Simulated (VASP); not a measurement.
# InSb (F-43m) in VASP: settings compared

InSb is run at these levels: LDA, PBEsol; tasks: single point.

All numbers are computed with VASP 6.6.1; they aren't measurements. Logs are shortened: lines on timing, memory, paths and dates and some standing lists are left out, and cuts for length are marked.

**Experimental background.**

From “Electronic Structure and Epitaxy of CdTe Shells on InSb Nanowires”, 2021, arxiv:2111.05126, for a bulk crystal of InSb: band gap 0.24 eV.

The runs below are set against these values where they give the same quantity.

### Step 1. The cell of the first run

The structure is cubic, space group F-43m (No. 216). Conventional cell: a = 6.478 Å, b = 6.478 Å, c = 6.478 Å, α = 90.00°, β = 90.00°, γ = 90.00°. In (site symmetry -43m) has 4 Sb at 2.81 Å within 3.7 Å. Sb (site symmetry -43m) has 4 In at 2.81 Å within 3.7 Å.

### Step 2. Single point, LDA

Contents of INCAR:

```
SYSTEM = InSb
ALGO = Normal
EDIFF = 1E-6
ENCUT = 520
ISIF = 2
ISMEAR = 0
LASPH = .True.
LCHARG = .False.
LREAL = .False.
LWAVE = .False.
NBANDS = 16
NELM = 80
PREC = Accurate
SIGMA = 0.05
```

Contents of KPOINTS:

```
k-points
0
Gamma
  6 6 6
  0 0 0
```

Contents of POSCAR:

```
InSb
1.0
    0.0000000000      3.2391003701      3.2391003701
    3.2391003701      0.0000000000      3.2391003701
    3.2391003701      3.2391003701      0.0000000000
In Sb
1 1
Direct
    0.0000000000      0.0000000000      0.0000000000
    0.7500000000      0.7500000000      0.7500000000
```

Potentials or basis: VASP PAW LDA potentials, release 64 (In_d, Sb).

The run is started by

```console
$ cat potpaw_LDA.64/In_d/POTCAR potpaw_LDA.64/Sb/POTCAR > POTCAR
$ mpirun -np 1 vasp_std > vasp.out
```

OUTCAR:

```text
SYSTEM = InSb
   EDIFF = 1E-6
   ENCUT = 520
   ISIF = 2
   ISMEAR = 0
   LASPH = .True.
   LREAL = .False.
   NELM = 80
   PREC = Accurate

 ion  position               nearest neighbor table
   1  0.000  0.000  0.000-   2 2.81   2 2.81   2 2.81   2 2.81
   2  0.750  0.750  0.750-   1 2.81   1 2.81   1 2.81   1 2.81

  LATTYP: Found a face centered cubic cell.
 ALAT       =     6.4782007402

  Lattice vectors:

 A1 = (   0.0000000000,   3.2391003701,   3.2391003701)
 A2 = (   3.2391003701,   0.0000000000,   3.2391003701)
 A3 = (   3.2391003701,   3.2391003701,   0.0000000000)

Analysis of symmetry for initial positions (statically):
=====================================================================
 Subroutine PRICEL returns:
 Original cell was already a primitive cell.

 Routine SETGRP: Setting up the symmetry group for a
 face centered cubic supercell.

 Subroutine GETGRP returns: Found 24 space group operations
 (whereof 24 operations were pure point group operations)
 out of a pool of 48 trial point group operations.

The static configuration has the point symmetry T_d .

Analysis of symmetry for dynamics (positions and initial velocities):
=====================================================================
 Subroutine PRICEL returns:
 Original cell was already a primitive cell.

 Routine SETGRP: Setting up the symmetry group for a
 face centered cubic supercell.

 Subroutine GETGRP returns: Found 24 space group operations
 (whereof 24 operations were pure point group operations)
 out of a pool of 48 trial point group operations.

The dynamic configuration has the point symmetry T_d .

 Subroutine INISYM returns: Found 24 space group operations
 (whereof 24 operations are pure point group operations),
 and found     1 'primitive' translations

----------------------------------------------------------------------------------------

                                     Primitive cell

  volume of cell :      67.9678

  direct lattice vectors                    reciprocal lattice vectors
     0.000000000  3.239100370  3.239100370    -0.154363849  0.154363849  0.154363849
     3.239100370  0.000000000  3.239100370     0.154363849 -0.154363849  0.154363849
     3.239100370  3.239100370  0.000000000     0.154363849  0.154363849 -0.154363849

  length of vectors
     4.580779673  4.580779673  4.580779673     0.267366029  0.267366029  0.267366029

  position of ions in fractional coordinates (direct lattice)
     0.000000000  0.000000000  0.000000000
     0.750000000  0.750000000  0.750000000

  ion indices of the primitive-cell ions
   primitive index   ion index
                 1           1
                 2           2

----------------------------------------------------------------------------------------

 KPOINTS: k-points

Automatic generation of k-mesh.
 Grid dimensions read from file:
 generate k-points for:    6    6    6

 Generating k-lattice:

  Cartesian coordinates                     Fractional coordinates (reciprocal lattice)
    -0.025727308  0.025727308  0.025727308     0.166666667  0.000000000  0.000000000
     0.025727308 -0.025727308  0.025727308     0.000000000  0.166666667  0.000000000
     0.025727308  0.025727308 -0.025727308     0.000000000  0.000000000  0.166666667

  Length of vectors
     0.044561005  0.044561005  0.044561005

  Shift w.r.t. Gamma in fractional coordinates (k-lattice)
     0.000000000  0.000000000  0.000000000

 Subroutine IBZKPT returns following result:
 ===========================================

 Found     16 irreducible k-points:

 Following reciprocal coordinates:
            Coordinates               Weight
  0.000000  0.000000  0.000000      1.000000
  0.166667  0.000000  0.000000      8.000000
  0.333333  0.000000  0.000000      8.000000
  0.500000  0.000000  0.000000      4.000000
  0.166667  0.166667  0.000000      6.000000
  0.333333  0.166667  0.000000     24.000000
[... 8 lines left out ...]
 -0.333333  0.333333  0.166667     24.000000
 -0.333333  0.500000  0.166667     12.000000
   k-points           NKPTS =     16   k-points in BZ     NKDIM =     16   number of bands    NBANDS=     16
   number of dos      NEDOS =    301   number of ions     NIONS =      2
   total plane-waves  NPLWV =  46656
   dimension x,y,z NGX =    36 NGY =   36 NGZ =   36
   dimension x,y,z NGXF=    72 NGYF=   72 NGZF=   72
   ions per type =               1   1
   NGX,Y,Z   is equivalent  to a cutoff of  13.07, 13.07, 13.07 a.u.
   NGXF,Y,Z  is equivalent  to a cutoff of  26.13, 26.13, 26.13 a.u.
 SYSTEM =  InSb
   PREC   = accura    normal or accurate (medium, high low for compatibility)
   ISTART =      0    job   : 0-new  1-cont  2-samecut
   ICHARG =      2    charge: 1-file 2-atom 10-const
   ISPIN  =      1    spin polarized calculation?
   LNONCOLLINEAR =      F non collinear calculations
   LSORBIT =      F    spin-orbit coupling
   LASPH  =      T    aspherical Exc in radial PAW
   ENCUT  =  520.0 eV  38.22 Ry    6.18 a.u.   8.52  8.52  8.52*2*pi/ulx,y,z
   NELM   =     80;   NELMIN=  2; NELMDL= -5     # of ELM steps
   EDIFF  = 0.1E-05   stopping-criterion for ELM
   LREAL  =      F    real-space projection
   EDIFFG = 0.1E-04   stopping-criterion for IOM
   NSW    =      0    number of steps for IOM
   IBRION =     -1    ionic relax: 0-MD 1-quasi-New 2-CG
   NFREE  =      0    steps in history (QN), initial steepest desc. (CG)
   ISIF   =      2    stress and relaxation
   ISYM   =      2    0-nonsym 1-usesym 2-fastsym
   POTIM  = 0.5000    time-step for ionic-motion
   TEBEG  =    0.0;   TEEND  =   0.0 temperature during run
   PSTRESS=    0.0 pullay stress
   NELECT =      18.0000    total number of electrons
   NUPDOWN=      -1.0000    fix difference up-down
   EMIN   =  10.00;   EMAX   =-10.00  energy-range for DOS
   EFERMI =   0.00;   METHOD = LEGACY
   ISMEAR =     0;   SIGMA  =   0.05  broadening in eV -4-tet -1-fermi 0-gaus
   EFERMI_NEDOS =   21; number of points for ismear=-14 and -15
   IALGO  =     38    algorithm
   IMIX   =      4    mixing-type and parameters
     AMIX     =   0.40;   BMIX     =  1.00
     AMIX_MAG =   1.60;   BMIX_MAG =  1.00
  volume/ion in A,a.u.               =      33.98       229.33
  Fermi-wavevector in a.u.,A,eV,Ry     =   1.051311  1.986690 15.037908  1.105255
  Thomas-Fermi vector in A             =   2.186349
   LORBIT       =      0    0 simple, 1 ext, 2 COOP (PROOUT), +10 PAW based schemes
   GGA     = CA    functional components
   LHFCALC =     F    Hartree Fock is set to
   AEXX    =    0.0000 exact exchange contribution
   IVDW    =     0    specifies the selected vdW correction
   LEPSILON=     F    determine dielectric tensor
   LRPA    =     F    only Hartree local field effects (RPA)
 non-spin polarized calculation
 Gauss-broadening in eV      SIGMA  =   0.05
  energy-cutoff  :      520.00
  volume of cell :       67.97
 maximum number of plane-waves:      1853
 NGX is ok and might be reduce to    36
   NGX = 17   NGY = 17   NGZ = 17

 number of electron      17.9999993 magnetization

 Free energy of the ion-electron system (eV)
  ---------------------------------------------------
  ext. energy  EPLUGINS =         0.00000000
  ---------------------------------------------------
  free energy    TOTEN  =        -8.19140046 eV

  energy without entropy =       -8.19104337  energy(sigma->0) =       -8.19122192

 E-fermi :   4.9163     XC(G=0):  -8.9916

 val. band max:        4.9010887664   @ k =   0.0000   0.0000   0.0000
 cond. band min:       5.3180776887   @ k =   0.5000   0.0000   0.0000
 fundamental gap:      0.4169889223
 Fermi energy:         4.9163171886

 k-point     1 :       0.0000    0.0000    0.0000
  band No.  band energies     occupation
      1      -9.6650      2.00000
      2      -9.6650      2.00000
      3      -9.6650      2.00000
      4      -9.5780      2.00000
      5      -9.5780      2.00000
      6      -5.8743      2.00000
[... 8 lines left out ...]
     15      13.1582      0.00000
     16      13.1582      0.00000

 k-point     2 :       0.1667    0.0000    0.0000
  band No.  band energies     occupation
      1      -9.6777      2.00000
      2      -9.6595      2.00000
      3      -9.6595      2.00000
      4      -9.5784      2.00000
      5      -9.5784      2.00000
      6      -5.6246      2.00000
[... 8 lines left out ...]
     15      12.1725      0.00000
     16      12.1725      0.00000

 k-point     3 :       0.3333    0.0000    0.0000
  band No.  band energies     occupation
      1      -9.7026      2.00000
      2      -9.6498      2.00000
      3      -9.6498      2.00000
      4      -9.5777      2.00000
      5      -9.5777      2.00000
      6      -4.9779      2.00000
[... 8 lines left out ...]
     15      12.5803      0.00000
     16      12.5803      0.00000

 k-point     4 :       0.5000    0.0000    0.0000
  band No.  band energies     occupation
      1      -9.7147      2.00000
      2      -9.6459      2.00000
      3      -9.6459      2.00000
      4      -9.5764      2.00000
      5      -9.5764      2.00000
      6      -4.5027      2.00000
[... 8 lines left out ...]
     15      14.0046      0.00000
     16      14.0046      0.00000

 k-point     5 :       0.1667    0.1667    0.0000
  band No.  band energies     occupation
      1      -9.6877      2.00000
      2      -9.6541      2.00000
      3      -9.6541      2.00000
      4      -9.5822      2.00000
      5      -9.5758      2.00000
      6      -5.5399      2.00000
[... 8 lines left out ...]
     15      12.1335      0.00000
     16      13.4304      0.00000

 k-point     6 :       0.3333    0.1667    0.0000
  band No.  band energies     occupation
      1      -9.7083      2.00000
      2      -9.6455      2.00000
      3      -9.6436      2.00000
      4      -9.5847      2.00000
      5      -9.5743      2.00000
      6      -5.0120      2.00000
[... 8 lines left out ...]
     15      13.0999      0.00000
     16      13.5240      0.00000

 k-point     7 :       0.5000    0.1667    0.0000
  band No.  band energies     occupation
      1      -9.7206      2.00000
      2      -9.6418      2.00000
      3      -9.6389      2.00000
      4      -9.5820      2.00000
      5      -9.5752      2.00000
      6      -4.3913      2.00000
[... 8 lines left out ...]
     15      13.7966      0.00000
     16      14.0967      0.00000

 k-point     8 :      -0.3333    0.1667    0.0000
  band No.  band energies     occupation
      1      -9.7151      2.00000
      2      -9.6430      2.00000
      3      -9.6429      2.00000
      4      -9.5793      2.00000
      5      -9.5780      2.00000
      6      -4.5669      2.00000
[... 8 lines left out ...]
     15      12.6132      0.00000
     16      13.9510      0.00000

 k-point     9 :      -0.1667    0.1667    0.0000
  band No.  band energies     occupation
      1      -9.6955      2.00000
      2      -9.6533      2.00000
      3      -9.6495      2.00000
      4      -9.5808      2.00000
      5      -9.5769      2.00000
      6      -5.2343      2.00000
[... 8 lines left out ...]
     15      12.5948      0.00000
     16      12.9782      0.00000

 k-point    10 :       0.3333    0.3333    0.0000
  band No.  band energies     occupation
      1      -9.7291      2.00000
      2      -9.6316      2.00000
      3      -9.6316      2.00000
      4      -9.5925      2.00000
      5      -9.5713      2.00000
      6      -4.6422      2.00000
[... 8 lines left out ...]
     15      14.2163      0.00000
     16      14.9405      0.00000

 k-point    11 :       0.5000    0.3333    0.0000
  band No.  band energies     occupation
      1      -9.7380      2.00000
      2      -9.6285      2.00000
      3      -9.6259      2.00000
      4      -9.5927      2.00000
      5      -9.5716      2.00000
      6      -4.0975      2.00000
[... 8 lines left out ...]
     15      14.4494      0.00000
     16      15.0011      0.00000

 k-point    12 :      -0.3333    0.3333    0.0000
  band No.  band energies     occupation
      1      -9.7300      2.00000
      2      -9.6353      2.00000
      3      -9.6308      2.00000
      4      -9.5854      2.00000
      5      -9.5764      2.00000
      6      -4.0548      2.00000
[... 8 lines left out ...]
     15      12.6312      0.00000
     16      15.7770      0.00000

 k-point    13 :       0.5000    0.5000    0.0000
  band No.  band energies     occupation
      1      -9.7482      2.00000
      2      -9.6200      2.00000
      3      -9.6200      2.00000
      4      -9.5982      2.00000
      5      -9.5690      2.00000
      6      -3.8908      2.00000
[... 8 lines left out ...]
     15      15.0083      0.00000
     16      15.3539      0.00000

 k-point    14 :       0.5000    0.3333    0.1667
  band No.  band energies     occupation
      1      -9.7241      2.00000
      2      -9.6390      2.00000
      3      -9.6333      2.00000
      4      -9.5868      2.00000
      5      -9.5743      2.00000
      6      -4.4492      2.00000
[... 8 lines left out ...]
     15      13.6263      0.00000
     16      15.0362      0.00000

 k-point    15 :      -0.3333    0.3333    0.1667
  band No.  band energies     occupation
      1      -9.7297      2.00000
      2      -9.6381      2.00000
      3      -9.6285      2.00000
      4      -9.5853      2.00000
      5      -9.5763      2.00000
      6      -4.0542      2.00000
[... 8 lines left out ...]
     15      14.4216      0.00000
     16      14.8674      0.00000

 k-point    16 :      -0.3333    0.5000    0.1667
  band No.  band energies     occupation
      1      -9.7387      2.00000
      2      -9.6314      2.00000
      3      -9.6223      2.00000
      4      -9.5910      2.00000
      5      -9.5735      2.00000
      6      -3.8626      2.00000
[... 8 lines left out ...]
     15      14.5403      0.00000
     16      15.2659      0.00000

------------------------ aborting loop because EDIFF is reached ----------------------------------------

  FORCE on cell =-STRESS in cart. coord.  units (eV):
  Direction    XX          YY          ZZ          XY          YZ          ZX
  --------------------------------------------------------------------------------------
  -------------------------------------------------------------------------------------
  Total       -0.1892668     -0.1892668     -0.1892668     -0.0000000      0.0000000      0.0000000
  in kB       -4.4615083     -4.4615083     -4.4615083     -0.0000000      0.0000000      0.0000000
  external PRESSURE =      -4.4615083 kB  Pullay stress =       0.0000000 kB

 VOLUME and BASIS-vectors are now :
 -----------------------------------------------------------------------------
  energy-cutoff  :      520.00
  volume of cell :       67.97
      direct lattice vectors                 reciprocal lattice vectors
     0.000000000  3.239100370  3.239100370    -0.154363849  0.154363849  0.154363849
     3.239100370  0.000000000  3.239100370     0.154363849 -0.154363849  0.154363849
     3.239100370  3.239100370  0.000000000     0.154363849  0.154363849 -0.154363849

 POSITION                                       TOTAL-FORCE (eV/Angst)
 -----------------------------------------------------------------------------------
      0.00000      0.00000      0.00000        -0.000000      0.000000     -0.000000
      4.85865      4.85865      4.85865         0.000000     -0.000000      0.000000
 -----------------------------------------------------------------------------------
    total drift:                               -0.000000     -0.000000     -0.000000

  FREE ENERGIE OF THE ION-ELECTRON SYSTEM (eV)
  ---------------------------------------------------
  free  energy   TOTEN  =        -8.1914004609 eV

  energy  without entropy=       -8.1910433722  energy(sigma->0) =       -8.19122192
```

It took 8.8 s on 1 thread of Intel Xeon 6975P-C (Granite Rapids), shared host; peak memory 0.17 GiB.

Results:

* Free energy: -8.1914 eV
* Pressure: -0.4 GPa
* Band gap on the k mesh: zero (filled and empty bands touch)

Caveat: spin-orbit coupling is left out, which moves the levels of the heavy elements.

(Part 1 of 2 ends here.)
